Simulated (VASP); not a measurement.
## CaSe: single point with r2SCAN

CaSe:

```xyz
4
Lattice="5.0057 0.0000 0.0000 -2.5028 4.3350 0.0000 0.0000 0.0000 5.8755" Properties=species:S:1:pos:R:3 pbc="T T T"
Ca    0.0000    2.8900    1.4689
Ca    2.5028    1.4450    4.4067
Se    2.5028    1.4450    1.4689
Se    0.0000    2.8900    4.4067
```

```json
{"Program": "VASP 6.6.1", "Task": "single point", "Functional": "r2SCAN", "Potentials or basis": "VASP PAW PBE potentials, release 64 (Ca_sv, Se)", "Cutoff": "520 eV", "k mesh": "6 × 6 × 4", "Occupations": "fermi-dirac, width 0.02 eV", "Spin": "no spin polarisation", "Dipole correction": "no", "Further INCAR settings": "ALGO = Normal; EDIFF = 1e-06; NBANDS = 24"}
```

The pressure is 0.2 GPa. The band gap on the k mesh is 2.89 eV (least direct gap 3.04 eV).

Levels at points of the mesh, in eV from the valence-band top:
```
           k point  band 13  band 14  band 15  band 16  band 17  band 18  band 19  band 20
(0.00, 0.00, 0.00)    -1.57    -1.07    -1.07     0.00     3.04     4.09     4.09     4.94
(0.50, 0.00, 0.00)    -1.59    -1.44    -0.99    -0.52     3.54     3.70     4.16     5.11
(0.00, 0.00, 0.50)    -1.40    -1.40    -1.40    -1.40     4.23     4.23     5.56     5.56
(0.50, 0.00, 0.50)    -1.24    -1.24    -1.06    -1.06     4.04     4.04     5.22     5.22
```

Wall time 7 min on 1 thread of Oxide Virtual Turin-like Processor, with other jobs on the host, peak memory 0.28 GiB.

Caveat: the PAW data sets were made with another functional, which shifts forces and pressure a little. A k mesh can miss the band edges.
